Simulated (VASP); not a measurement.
AgI, 2 atoms in the cell. The structure is cubic, space group F-43m (No. 216). The conventional cell has a = 6.577 Å, b = 6.577 Å, c = 6.577 Å, α = 90.00°, β = 90.00°, γ = 90.00°. Ag (site symmetry -43m) has 4 I at 2.85 Å within 3.8 Å. I (site symmetry -43m) has 4 Ag at 2.85 Å within 3.8 Å. 

```yaml
Program: VASP 6.6.1
Task: relaxation of cell and atoms
Functional: r2SCAN
Potentials_or_basis: VASP PAW PBE potentials, release 64 (Ag, I)
Cutoff: 550 eV
k_mesh: 6 × 6 × 6
Occupations: gaussian, width 0.01 eV
Spin: no spin polarisation
Target_pressure: 2 GPa
Dipole_correction: no
Further_INCAR_settings: ALGO = Normal; EDIFF = 1e-07; IBRION = 2; EDIFFG = -0.002; NSW = 100; ISIF = 3
```

Potentials or basis: VASP PAW PBE potentials, release 64 (Ag, I).

Command:

```console
$ cat potpaw_PBE.64/Ag/POTCAR potpaw_PBE.64/I/POTCAR > POTCAR
$ cp INCAR.step1 INCAR
$ mpirun -np 1 vasp_std > vasp.out
$ cp INCAR.step2 INCAR
$ mpirun -np 1 vasp_std > vasp.out
```

Hardware: 1 thread of Intel(R) Xeon(R) 6975P-C (Granite Rapids) (shared host).

Q: How long does it take, and how much memory?

A: Wall time 120 s on 1 thread of Intel(R) Xeon(R) 6975P-C (Granite Rapids) (shared host), peak memory 0.23 GiB. Counts: k points 16, ion steps 3.
